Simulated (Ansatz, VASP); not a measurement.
One calculation of P, two programs

```xyz
4
Lattice="3.2962 0.0000 0.0000 0.0000 4.4391 0.0000 0.0000 0.0000 30.3377" Properties=species:S:1:pos:R:3 pbc="T T T"
P     0.0000    2.5858   14.1073
P     1.6481    4.0729   14.1073
P     1.6481    0.3662   16.2304
P     0.0000    1.8533   16.2304
```

Alike in both runs: task single point; functional r2SCAN; k mesh 10 × 8 × 1; occupations gaussian, width 0.02 eV; no spin polarisation.

```csv
,VASP,Ansatz
version,VASP 6.6.1,Ansatz 0.2.0
potentials or method,"VASP PAW PBE potentials, release 64 (P), cutoff 440 eV","scalar-relativistic, plane waves, PAW"
valence electrons in the cell,20,20
```

|  | VASP | Ansatz | Ansatz less VASP |
| --- | --- | --- | --- |
| gap on the k mesh at the Fermi level (eV) | 0.92 | 0.89 | -0.027 |
| least direct gap on the mesh (eV) | 0.92 | 0.89 | -0.027 |
| rms of the force components (eV/Å) | 0.211 | 0.158 | -0.0538 |

VASP's potentials were made for PBE, not for r2SCAN. Atom by atom the forces differ by 0.058 eV/Å (rms over components). The functional is the same, so the differences come from potentials, cutoffs and numerics. Ansatz's warnings: xc potential rough in thin density.
